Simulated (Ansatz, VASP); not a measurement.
# AlB2P3 in VASP and in Ansatz

```
CELL_PARAMETERS angstrom
-1.69780 1.69780 7.54013
1.69780 -1.69780 7.54013
1.69780 1.69780 -7.54013
ATOMIC_POSITIONS crystal
Al 0.50000 0.50000 0.00000
B 0.82360 0.82360 0.00000
B 0.17640 0.17640 0.00000
P 0.39621 0.89621 0.50000
P 0.10379 0.60379 0.50000
P 0.75000 0.25000 0.50000
```

Alike in both runs: functional PBE; k mesh 8 × 8 × 8; occupations gaussian, width 0.1 eV; no spin polarisation.

Ansatz relaxed the structure, and its values are those at the end. VASP's run is a single point on that final structure, the one shown.

|  | VASP | Ansatz |
| --- | --- | --- |
| version | VASP 6.6.1 | Ansatz 0.2.0 |
| potentials or method | VASP PAW PBE potentials, release 64 (Al, B, P), cutoff 520 eV | scalar-relativistic, plane waves, PAW |
| valence electrons in the cell | 24 | 24 |

```tsv
	VASP	Ansatz	Ansatz less VASP
gap on the k mesh at the Fermi level (eV)	0.62	0.62	+0.002
least direct gap on the mesh (eV)	0.74	0.74	+0.002
pressure (GPa)	-0.2	0.0	+0.16
rms of the force components (eV/Å)	0.004	0.003	-0.0001
```
